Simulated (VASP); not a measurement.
## Si: relaxation of cell and atoms with LDA

The system is Si.

```
CELL_PARAMETERS angstrom
0.00000 2.74927 2.74927
2.74927 0.00000 2.74927
2.74927 2.74927 0.00000
ATOMIC_POSITIONS crystal
Si 0.75000 0.75000 0.75000
Si 0.50000 0.50000 0.50000
```

- Program: VASP 6.6.1
- Task: relaxation of cell and atoms
- Functional: LDA
- Potentials or basis: VASP PAW LDA potentials, release 64 (Si)
- Cutoff: 600 eV
- k mesh: 11 × 11 × 11
- Occupations: fermi-dirac, width 0.05 eV
- Spin: no spin polarisation
- Dipole correction: no
- Further INCAR settings: ALGO = Normal; EDIFF = 1e-07; IBRION = 2; EDIFFG = -0.005; NSW = 100; ISIF = 3

```
Relaxed volume                         : 19.72 Å³/atom
Relaxed cell                           : a = 3.821 Å, b = 3.821 Å, c = 3.821 Å, α = 60.00°, β = 60.00°, γ = 60.00°
Space group after relaxing (to 0.05 Å) : Fd-3m (No. 227)
Energy gained by relaxing              : 15.8 meV/atom
Ionic steps                            : 3
Pressure after relaxing                : 0.0 GPa
Band gap on the k mesh                 : 0.46 eV, indirect (least direct gap 2.53 eV)
```

The path:
```tsv
step	energy change (eV)	largest force (eV/Å)	pressure (GPa)	volume (Å³)
1	0.0000	0.0000	-4.54	41.56
2	-0.0176	0.0000	3.52	38.12
3	-0.0316	0.0000	-0.01	39.44
```

Final structure:
```
Si
1.0
     0.00000    2.70160    2.70160
     2.70160    0.00000    2.70160
     2.70160    2.70160    0.00000
Si
2
Direct
  0.75000 0.75000 0.75000
  0.50000 0.50000 0.50000
```

Levels at points of the mesh, in eV from the valence-band top:
| k point | band 1 | band 2 | band 3 | band 4 | band 5 | band 6 | band 7 | band 8 |
| --- | --- | --- | --- | --- | --- | --- | --- | --- |
| (0.00, 0.00, 0.00) | -12.06 | 0.00 | 0.00 | 0.00 | 2.53 | 2.53 | 2.53 | 3.38 |

Wall time 21 s on 1 thread of Intel(R) Xeon(R) Platinum 8259CL CPU @ 2.50GHz (Skylake/Cascade Lake) (shared host), peak memory 0.15 GiB.

A k mesh can miss the band edges. LDA usually gives volumes a few per cent too small.
